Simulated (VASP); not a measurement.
# B3O (I4/mmm) in VASP: a series of runs

Runs on B3O. Level: PBE. Tasks: single point, relaxation of cell and atoms.

Program: VASP 6.6.1. These are calculated values, not measurements. Logs are shortened: lines on timing, memory, paths and dates and some standing lists are left out, and cuts for length are marked.

### 1 The cell of the first run

It takes space group I4/mmm (No. 139, tetragonal). Conventional cell: a = 2.418 Å, b = 2.418 Å, c = 11.463 Å, α = 90.00°, β = 90.00°, γ = 90.00°. B (site symmetry 4/mmm) has 4 O at 1.71 Å within 2.3 Å. B (site symmetry -4m2) has 4 B at 1.71 Å within 2.3 Å. Within 2.3 Å of O (site symmetry 4/mmm) lie 4 B at 1.71 Å.

### 2 Single point, PBE

File INCAR:

```
PREC = Accurate ; ENCUT = 520
EDIFF = 1E-6 ; ISMEAR = 0
SIGMA = 0.1 ; LREAL = False
LASPH = True ; NELM = 80
ALGO = Normal ; ISIF = 2
LWAVE = False ; LCHARG = False
GGA = PE ; NBANDS = 16
```

File KPOINTS:

```
regular mesh
0
Gamma
  8 8 8
```

File POSCAR:

```
B3O
1.0
   -1.2088051585      1.2088051585      5.7314369819
    1.2088051585     -1.2088051585      5.7314369819
    1.2088051585      1.2088051585     -5.7314369819
B O
3 1
Direct
    0.5000000000      0.5000000000      0.0000000000
    0.2500000000      0.7500000000      0.5000000000
    0.7500000000      0.2500000000      0.5000000000
    0.0000000000      0.0000000000      0.0000000000
```

Potentials or basis: VASP PAW PBE potentials, release 64 (B, O).

Started as:

```bash
cat potpaw_PBE.64/B/POTCAR potpaw_PBE.64/O/POTCAR > POTCAR
mpirun -np 1 vasp_std > vasp.out
```

OUTCAR:

```text
PREC = Accurate
   ENCUT = 520
   EDIFF = 1E-6
   ISMEAR = 0
   LREAL = False
   LASPH = True
   NELM = 80
   ISIF = 2
   GGA = PE

 ion  position               nearest neighbor table
   1  0.500  0.500  0.000-   4 1.71   4 1.71   4 1.71   4 1.71
   2  0.250  0.750  0.500-   3 1.71   3 1.71   3 1.71   3 1.71
   3  0.750  0.250  0.500-   2 1.71   2 1.71   2 1.71   2 1.71
   4  0.000  0.000  0.000-   1 1.71   1 1.71   1 1.71   1 1.71

  LATTYP: Found a body centered tetragonal cell.
 ALAT       =     2.4176103170
 C/A-ratio  =     4.7414067864

  Lattice vectors:

 A1 = (  -1.2088051585,   1.2088051585,   5.7314369819)
 A2 = (   1.2088051585,  -1.2088051585,   5.7314369819)
 A3 = (   1.2088051585,   1.2088051585,  -5.7314369819)

Analysis of symmetry for initial positions (statically):
=====================================================================
 Subroutine PRICEL returns:
 Original cell was already a primitive cell.

 Routine SETGRP: Setting up the symmetry group for a
 body centered tetragonal supercell.

 Subroutine GETGRP returns: Found 16 space group operations
 (whereof 16 operations were pure point group operations)
 out of a pool of 16 trial point group operations.

The static configuration has the point symmetry D_4h.

Analysis of symmetry for dynamics (positions and initial velocities):
=====================================================================
 Subroutine PRICEL returns:
 Original cell was already a primitive cell.

 Routine SETGRP: Setting up the symmetry group for a
 body centered tetragonal supercell.

 Subroutine GETGRP returns: Found 16 space group operations
 (whereof 16 operations were pure point group operations)
 out of a pool of 16 trial point group operations.

The dynamic configuration has the point symmetry D_4h.

 Subroutine INISYM returns: Found 16 space group operations
 (whereof 16 operations are pure point group operations),
 and found     1 'primitive' translations

----------------------------------------------------------------------------------------

                                     Primitive cell

  volume of cell :      33.4993

  direct lattice vectors                    reciprocal lattice vectors
    -1.208805158  1.208805158  5.731436982     0.000000000  0.413631590  0.087238157
     1.208805158 -1.208805158  5.731436982     0.413631590  0.000000000  0.087238157
     1.208805158  1.208805158 -5.731436982     0.413631590  0.413631590  0.000000000

  length of vectors
     5.980952240  5.980952240  5.980952240     0.422731107  0.422731107  0.584963405

  position of ions in fractional coordinates (direct lattice)
     0.500000000  0.500000000  0.000000000
     0.250000000  0.750000000  0.500000000
     0.750000000  0.250000000  0.500000000
     0.000000000  0.000000000  0.000000000

  ion indices of the primitive-cell ions
   primitive index   ion index
                 1           1
                 2           2
                 3           3
                 4           4

----------------------------------------------------------------------------------------

 KPOINTS: regular mesh

Automatic generation of k-mesh.
 Grid dimensions read from file:
 generate k-points for:    8    8    8

 Generating k-lattice:

  Cartesian coordinates                     Fractional coordinates (reciprocal lattice)
     0.000000000  0.051703949  0.010904770     0.125000000  0.000000000 -0.000000000
     0.051703949  0.000000000  0.010904770     0.000000000  0.125000000 -0.000000000
     0.051703949  0.051703949  0.000000000     0.000000000  0.000000000  0.125000000

  Length of vectors
     0.052841388  0.052841388  0.073120426

  Shift w.r.t. Gamma in fractional coordinates (k-lattice)
     0.000000000  0.000000000  0.000000000

 Subroutine IBZKPT returns following result:
 ===========================================

 Found     59 irreducible k-points:

 Following reciprocal coordinates:
            Coordinates               Weight
  0.000000  0.000000  0.000000      1.000000
  0.125000  0.000000 -0.000000      8.000000
  0.250000  0.000000 -0.000000      8.000000
  0.375000  0.000000 -0.000000      8.000000
  0.500000  0.000000 -0.000000      4.000000
  0.125000  0.125000 -0.000000      8.000000
[... 16 lines left out ...]
  0.250000  0.125000  0.125000     16.000000
  0.375000  0.125000  0.125000      8.000000
 [... further k-points ...]
   k-points           NKPTS =     59   k-points in BZ     NKDIM =     59   number of bands    NBANDS=     16
   number of dos      NEDOS =    301   number of ions     NIONS =      4
   total plane-waves  NPLWV = 110592
   dimension x,y,z NGX =    48 NGY =   48 NGZ =   48
   dimension x,y,z NGXF=    96 NGYF=   96 NGZF=   96
   ions per type =               3   1
   NGX,Y,Z   is equivalent  to a cutoff of  13.34, 13.34, 13.34 a.u.
   NGXF,Y,Z  is equivalent  to a cutoff of  26.68, 26.68, 26.68 a.u.
 SYSTEM =  unknown system
   PREC   = accura    normal or accurate (medium, high low for compatibility)
   ISTART =      0    job   : 0-new  1-cont  2-samecut
   ICHARG =      2    charge: 1-file 2-atom 10-const
   ISPIN  =      1    spin polarized calculation?
   LNONCOLLINEAR =      F non collinear calculations
   LSORBIT =      F    spin-orbit coupling
   LASPH  =      T    aspherical Exc in radial PAW
   ENCUT  =  520.0 eV  38.22 Ry    6.18 a.u.  11.12 11.12 11.12*2*pi/ulx,y,z
   NELM   =     80;   NELMIN=  2; NELMDL= -5     # of ELM steps
   EDIFF  = 0.1E-05   stopping-criterion for ELM
   LREAL  =      F    real-space projection
   EDIFFG = 0.1E-04   stopping-criterion for IOM
   NSW    =      0    number of steps for IOM
   IBRION =     -1    ionic relax: 0-MD 1-quasi-New 2-CG
   NFREE  =      0    steps in history (QN), initial steepest desc. (CG)
   ISIF   =      2    stress and relaxation
   ISYM   =      2    0-nonsym 1-usesym 2-fastsym
   POTIM  = 0.5000    time-step for ionic-motion
   TEBEG  =    0.0;   TEEND  =   0.0 temperature during run
   PSTRESS=    0.0 pullay stress
   NELECT =      15.0000    total number of electrons
   NUPDOWN=      -1.0000    fix difference up-down
   EMIN   =  10.00;   EMAX   =-10.00  energy-range for DOS
   EFERMI =   0.00;   METHOD = LEGACY
   ISMEAR =     0;   SIGMA  =   0.10  broadening in eV -4-tet -1-fermi 0-gaus
   EFERMI_NEDOS =   21; number of points for ismear=-14 and -15
   IALGO  =     38    algorithm
   IMIX   =      4    mixing-type and parameters
     AMIX     =   0.40;   BMIX     =  1.00
     AMIX_MAG =   1.60;   BMIX_MAG =  1.00
  volume/ion in A,a.u.               =       8.37        56.52
  Fermi-wavevector in a.u.,A,eV,Ry     =   1.252448  2.366784 21.342469  1.568627
  Thomas-Fermi vector in A             =   2.386348
   LORBIT       =      0    0 simple, 1 ext, 2 COOP (PROOUT), +10 PAW based schemes
   GGA     = PE    functional components
   LHFCALC =     F    Hartree Fock is set to
   AEXX    =    0.0000 exact exchange contribution
   IVDW    =     0    specifies the selected vdW correction
   LEPSILON=     F    determine dielectric tensor
   LRPA    =     F    only Hartree local field effects (RPA)
 non-spin polarized calculation
 Gauss-broadening in eV      SIGMA  =   0.10
  energy-cutoff  :      520.00
  volume of cell :       33.50
 maximum number of plane-waves:       934
 NGX is ok and might be reduce to    48
   NGX = 23   NGY = 23   NGZ = 23

 number of electron      15.0000002 magnetization

 Free energy of the ion-electron system (eV)
  ---------------------------------------------------
  ext. energy  EPLUGINS =         0.00000000
  ---------------------------------------------------
  free energy    TOTEN  =       -21.22014019 eV

  energy without entropy =      -21.20803041  energy(sigma->0) =      -21.21408530

 E-fermi :   5.9029     XC(G=0): -11.1122

 val. band max:        5.8942488682   @ k =   0.5000   0.5000   0.5000
 cond. band min:       5.9114686603   @ k =  -0.3750   0.2500   0.0000
 fundamental gap:      0.0172197921
 Fermi energy:         5.9028889880

 k-point     1 :       0.0000    0.0000    0.0000
  band No.  band energies     occupation
      1     -18.4285      2.00000
      2      -8.4117      2.00000
      3      -3.6892      2.00000
      4      -1.2334      2.00000
      5      -1.2334      2.00000
      6       1.6879      2.00000
[... 8 lines left out ...]
     15      18.0017      0.00000
     16      18.8276      0.00000

 k-point     2 :       0.1250    0.0000   -0.0000
  band No.  band energies     occupation
      1     -18.2301      2.00000
      2      -8.1366      2.00000
      3      -3.3412      2.00000
      4      -2.4512      2.00000
      5      -1.0040      2.00000
      6       1.9142      2.00000
[... 8 lines left out ...]
     15      18.9765      0.00000
     16      20.1055      0.00000

 k-point     3 :       0.2500    0.0000   -0.0000
  band No.  band energies     occupation
      1     -17.6938      2.00000
      2      -7.3155      2.00000
      3      -4.7291      2.00000
      4      -2.3461      2.00000
      5      -0.3829      2.00000
      6       1.5702      2.00000
[... 8 lines left out ...]
     15      18.8768      0.00000
     16      19.1769      0.00000

 k-point     4 :       0.3750    0.0000   -0.0000
  band No.  band energies     occupation
      1     -17.0416      2.00000
      2      -6.7996      2.00000
      3      -5.7925      2.00000
      4      -1.4161      2.00000
      5      -0.9234      2.00000
      6       0.3760      2.00000
[... 8 lines left out ...]
     15      16.6618      0.00000
     16      18.4770      0.00000
[... 324 lines left out ...]
 k-point    22 :       0.1250    0.1250    0.1250
  band No.  band energies     occupation
      1     -16.9241      2.00000
      2      -6.2335      2.00000
      3      -4.0824      2.00000
      4      -3.9686      2.00000
      5      -1.2782      2.00000
      6       1.0850      2.00000
[... 8 lines left out ...]
     15      17.3244      0.00000
     16      19.6529      0.00000

 k-point    23 :       0.2500    0.1250    0.1250
  band No.  band energies     occupation
      1     -16.2332      2.00000
      2      -6.1237      2.00000
      3      -4.8298      2.00000
      4      -3.4063      2.00000
      5      -0.8702      2.00000
      6      -0.1409      2.00000
[... 8 lines left out ...]
     15      18.4151      0.00000
     16      19.1119      0.00000

 k-point    24 :       0.3750    0.1250    0.1250
  band No.  band energies     occupation
      1     -15.8881      2.00000
      2      -6.9193      2.00000
      3      -3.1646      2.00000
      4      -3.0226      2.00000
      5      -2.9640      2.00000
      6       0.4105      2.00000
[... 8 lines left out ...]
     15      18.8894      0.00000
     16      19.4496      0.00000

 [... further k-points ...]
[... 5 lines left out ...]
  --------------------------------------------------------------------------------------
  -------------------------------------------------------------------------------------
  Total       -0.0087859     -0.0087859     -0.0137734      0.0000000     -0.0000000     -0.0000000
  in kB       -0.4202026     -0.4202026     -0.6587435      0.0000000     -0.0000000     -0.0000000
  external PRESSURE =      -0.4997162 kB  Pullay stress =       0.0000000 kB

 VOLUME and BASIS-vectors are now :
 -----------------------------------------------------------------------------
  energy-cutoff  :      520.00
  volume of cell :       33.50
      direct lattice vectors                 reciprocal lattice vectors
    -1.208805158  1.208805158  5.731436982     0.000000000  0.413631590  0.087238157
     1.208805158 -1.208805158  5.731436982     0.413631590  0.000000000  0.087238157
     1.208805158  1.208805158 -5.731436982     0.413631590  0.413631590  0.000000000

 POSITION                                       TOTAL-FORCE (eV/Angst)
 -----------------------------------------------------------------------------------
      0.00000      0.00000      5.73144        -0.000000     -0.000000      0.000000
      1.20881     -0.00000      2.86572        -0.000000     -0.000000      0.000000
     -0.00000      1.20881      2.86572         0.000000      0.000000     -0.000000
      0.00000      0.00000      0.00000        -0.000000     -0.000000      0.000000
 -----------------------------------------------------------------------------------
    total drift:                               -0.000000     -0.000000      0.000000

  FREE ENERGIE OF THE ION-ELECTRON SYSTEM (eV)
  ---------------------------------------------------
  free  energy   TOTEN  =       -21.2201401932 eV

  energy  without entropy=      -21.2080304091  energy(sigma->0) =      -21.21408530
```

Wall time 52 s (1 thread of Intel Xeon 6975P-C (Granite Rapids), shared host); peak memory 0.29 GiB.

What came out:

* Free energy: -21.2201 eV
* Pressure: 0.0 GPa

Caveat: the k points lie up to 0.46 Å⁻¹ apart; an odd number of electrons without spin polarisation forces a metal; a magnetic or distorted state may lie lower.

### 3 Relaxation of cell and atoms, PBE

This run uses another cell than the first one, of 6.77 Å³/atom, 0.809 times its volume.

File INCAR:

```
SYSTEM = B3O
ALGO     = Normal         ! electronic algorithm
EDIFF    = 1E-7           ! SCF threshold, eV
EDIFFG   = -0.04          ! ionic threshold
ENCUT    = 600            ! plane-wave cutoff, eV
GGA      = PE             ! functional
IBRION   = 2              ! ionic algorithm
ISIF     = 3              ! what is computed and relaxed
ISMEAR   = 0              ! smearing method
LASPH    = .TRUE.         ! aspherical terms in the spheres
LCHARG   = .FALSE.        ! write CHGCAR
LREAL    = .FALSE.        ! projectors in reciprocal space
LWAVE    = .FALSE.        ! write WAVECAR
NELM     = 80             ! most SCF steps
NSW      = 90             ! ionic steps
PREC     = Accurate       ! precision mode
SIGMA    = 0.1            ! smearing width, eV
```

File KPOINTS:

```
k-points
0
G
  8 8 8
  0 0 0
```

File POSCAR:

```
B3O
1.0
   -1.4472415796      1.4472415796      3.2327993725
    1.4472415796     -1.4472415796      3.2327993725
    1.4472415796      1.4472415796     -3.2327993725
B O
3 1
Direct
    0.5000000000      0.5000000000      0.0000000000
    0.2500000000      0.7500000000      0.5000000000
    0.7500000000      0.2500000000      0.5000000000
    0.0000000000      0.0000000000      0.0000000000
```

Potentials or basis: VASP PAW PBE potentials, release 64 (B, O).

Started as:

```bash
cat potpaw_PBE.64/B/POTCAR potpaw_PBE.64/O/POTCAR > POTCAR
mpirun -np 1 vasp_std > vasp.out
```

Run time: 2.1 min. Hardware: 1 thread of Intel Xeon 6975P-C (Granite Rapids), shared host; peak memory 0.18 GiB.

The run converged. Its results:

* Free energy: -20.5795 eV
* Relaxed volume: 7.24 Å³/atom
* Relaxed cell: a = 5.262 Å, b = 5.262 Å, c = 5.262 Å, α = 153.51°, β = 153.51°, γ = 37.82°
* Space group after relaxing (to 0.05 Å): I4/mmm (No. 139)
* Energy gained by relaxing: 666.4 meV/atom
* Ionic steps: 19
* Pressure after relaxing: 0.1 GPa

Stress tensor (GPa, compression positive):
```
 0.38  0.00  0.00
 0.00  0.38  0.00
 0.00  0.00 -0.41
```

The path:
```csv
step,energy change (eV),largest force (eV/Å),pressure (GPa),volume (Å³)
1,0.0000,0.0000,9.99,27.08
2,-0.1006,0.0000,-1.63,28.76
3,-0.1146,0.0000,-9.28,30.32
4,-0.1787,0.0000,-10.31,30.68
5,-0.3818,0.0000,-13.42,31.69
6,-0.9146,0.0000,-18.93,33.40
7,-1.7894,0.0000,-31.43,35.70
8,-1.8667,0.0000,-31.58,35.67
9,-1.9077,0.0000,-31.45,35.63
10,-1.8894,0.0000,-30.45,35.48
11,-1.9159,0.0000,-31.31,35.60
12,-2.0222,0.0000,-29.49,35.04
13,-2.2960,0.0000,-23.76,33.39
14,-2.6229,0.0000,-8.82,30.26
15,-2.0767,0.0000,46.88,24.60
16,-2.6571,0.0000,-0.52,29.13
17,-2.6573,0.0000,0.40,29.01
18,-2.6606,0.0000,0.34,28.99
19,-2.6654,0.0000,0.12,28.95
```

Final structure:
```xyz
4
Lattice="-1.2058 1.2058 4.9778 1.2058 -1.2058 4.9778 1.2058 1.2058 -4.9778" Properties=species:S:1:pos:R:3 pbc="T T T"
B     0.0000    0.0000    4.9778
B     1.2058    0.0000    2.4889
B     0.0000    1.2058    2.4889
O     0.0000    0.0000    0.0000
```

Levels at points of the mesh, in eV from the Fermi level:
| k point | band 3 | band 4 | band 5 | band 6 | band 7 | band 8 | band 9 | band 10 | band 11 |
| --- | --- | --- | --- | --- | --- | --- | --- | --- | --- |
| (0.00, 0.00, 0.00) | -10.23 | -6.91 | -6.91 | -2.50 | -0.37 | 0.21 | 0.21 | 4.93 | 10.09 |
| (0.50, 0.00, 0.00) | -9.93 | -9.87 | -5.67 | -4.88 | -2.17 | 0.88 | 2.90 | 4.80 | 4.84 |
| (0.50, 0.50, 0.00) | -11.92 | -7.81 | -7.70 | -4.35 | -2.44 | -1.62 | -1.28 | 2.09 | 2.78 |
| (0.50, 0.50, 0.50) | -7.53 | -6.91 | -6.91 | -6.08 | 0.26 | 0.26 | 1.09 | 3.83 | 10.95 |

Caveat: the k points lie up to 0.46 Å⁻¹ apart in the final cell; an odd number of electrons without spin polarisation forces a metal; a magnetic or distorted state may lie lower.

### 4 Single point, PBE

File INCAR:

```
SYSTEM = B3O
PREC     = Accurate       ! precision mode
ENCUT    = 520            ! plane-wave cutoff, eV
EDIFF    = 1E-7           ! SCF threshold, eV
ISMEAR   = 0              ! smearing method
SIGMA    = 0.1            ! smearing width, eV
LREAL    = .FALSE.        ! projectors in reciprocal space
LASPH    = .TRUE.         ! aspherical terms in the spheres
NELM     = 80             ! most SCF steps
ALGO     = Normal         ! electronic algorithm
ISIF     = 2              ! what is computed and relaxed
LWAVE    = .FALSE.        ! write WAVECAR
LCHARG   = .FALSE.        ! write CHGCAR
GGA      = PE             ! functional
NBANDS   = 16             ! bands
```

File KPOINTS:

```
Automatic mesh
0
G
  26 26 26
  0 0 0
```

File POSCAR:

```
B3O
1.0
   -1.2064249624      1.2064249624      5.7567672105
    1.2064249624     -1.2064249624      5.7567672105
    1.2064249624      1.2064249624     -5.7567672105
B O
3 1
Direct
    0.5000000000      0.5000000000      0.0000000000
    0.2500000000      0.7500000000      0.5000000000
    0.7500000000      0.2500000000      0.5000000000
    0.0000000000      0.0000000000      0.0000000000
```

Started as:

```bash
cat potpaw_PBE.64/B/POTCAR potpaw_PBE.64/O/POTCAR > POTCAR
mpirun -np 1 vasp_std > vasp.out
```

Run time: 17 min. Hardware: 1 thread of Intel Xeon 6975P-C (Granite Rapids), shared host; peak memory 0.79 GiB.

Results (log left out):

| Quantity | Value |
| --- | --- |
| Free energy | -21.2426 eV |
| Pressure | -0.1 GPa |

Levels at points of the mesh, in eV from the Fermi level:
```tsv
k point	band 4	band 5	band 6	band 7	band 8	band 9	band 10	band 11
(0.00, 0.00, 0.00)	-7.20	-7.20	-4.31	-1.03	0.18	0.18	3.85	7.54
(0.50, 0.00, 0.00)	-9.83	-6.11	-5.21	-1.74	0.34	1.70	4.02	4.69
(0.50, 0.50, 0.00)	-7.67	-7.64	-4.92	-2.68	-1.44	-1.35	2.00	3.26
(0.50, 0.50, 0.50)	-7.20	-7.20	-6.09	-0.02	0.19	0.19	3.00	10.64
```

Caveat: an odd number of electrons without spin polarisation forces a metal; a magnetic or distorted state may lie lower.

### 5 Overview

```tsv
task	cell	k mesh	cutoff (eV)	gap on the mesh (eV)	pressure (GPa)
single point	a = 5.981 Å, angles 156.7, 156.7, 33.2°, 4 atoms	8 × 8 × 8	520	none	0.0
relaxation of cell and atoms	relaxed from a = 3.826 Å, angles 135.6, 135.6, 64.7°, 4 atoms	8 × 8 × 8	600	none	0.1
single point	a = 6.004 Å, angles 156.8, 156.8, 33.0°, 4 atoms	26 × 26 × 26	520	none	-0.1
```

Alike in all rows: level PBE; potentials or basis VASP PAW PBE potentials, release 64 (B, O); no spin polarisation; smearing gaussian 0.1 eV.

Caveats: some runs use coarse meshes; an odd number of electrons without spin polarisation forces a metal; a magnetic or distorted state may lie lower.

Total energies depend on the potentials used, so only differences within one code and one set of settings carry meaning.
